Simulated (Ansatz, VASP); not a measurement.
## Two plane-wave programs on Cu

File INCAR:

```
  ALGO = Normal
  EDIFF = 1E-6
  ENCUT = 600
  GGA = RP
  GGA_COMPAT = F
  ISIF = 2
  ISMEAR = 0
  LASPH = T
  LCHARG = F
  LREAL = F
  LWAVE = F
  NBANDS = 12
  NELM = 120
  PREC = Accurate
  SIGMA = 0.1
```

File KPOINTS:

```
k-points
0
Gamma
  13 13 13
```

POSCAR

```
Cu
1.0
    0.0000000000      1.8075000000      1.8075000000
    1.8075000000      0.0000000000      1.8075000000
    1.8075000000      1.8075000000      0.0000000000
Cu
1
Direct
    0.0000000000      0.0000000000      0.0000000000
```

File input.yaml:

```yaml
crystal:
  lattice:
    - [0.0, 1.8075, 1.8075]
    - [1.8075, 0.0, 1.8075]
    - [1.8075, 1.8075, 0.0]
  atoms:
    - { symbol: Cu, position: [0.0, 0.0, 0.0] }
hamiltonian:
  xc: rpbe
  pseudopotentials: { kind: paw, partial_waves: polarizable }
kpoints:
  mp_grid: { grid: [13, 13, 13] }
scf:
  occupations: { method: gaussian, width: 0.1 }
output:
  forces: true
  stress: true
  eigenvalues: true
```

Alike in both runs: task single point; functional RPBE; k mesh 13 × 13 × 13; occupations gaussian, width 0.1 eV; no spin polarisation.

```csv
,VASP,Ansatz
version,VASP 6.6.1,Ansatz 0.2.0
potentials or method,"VASP PAW PBE potentials, release 64 (Cu)",Ansatz PAW polarizable
plane-wave cutoff (eV),600,420
valence electrons in the cell,11,19
```

Ansatz gave:

```
gap on the k mesh at the Fermi level (eV) : none
pressure (GPa)                            : 6.6
```

**Question.** What did VASP give for the same quantities?

**Answer.** gap on the k mesh at the Fermi level (eV): none; pressure (GPa): 7.3.

VASP's potentials were made for PBE, not for RPBE. A gap of «none» marks a metal or a gap that the smearing closes. VASP's potentials hold 11 valence electrons a cell and Ansatz's 19, so a difference there can come from the potentials and not from the codes.
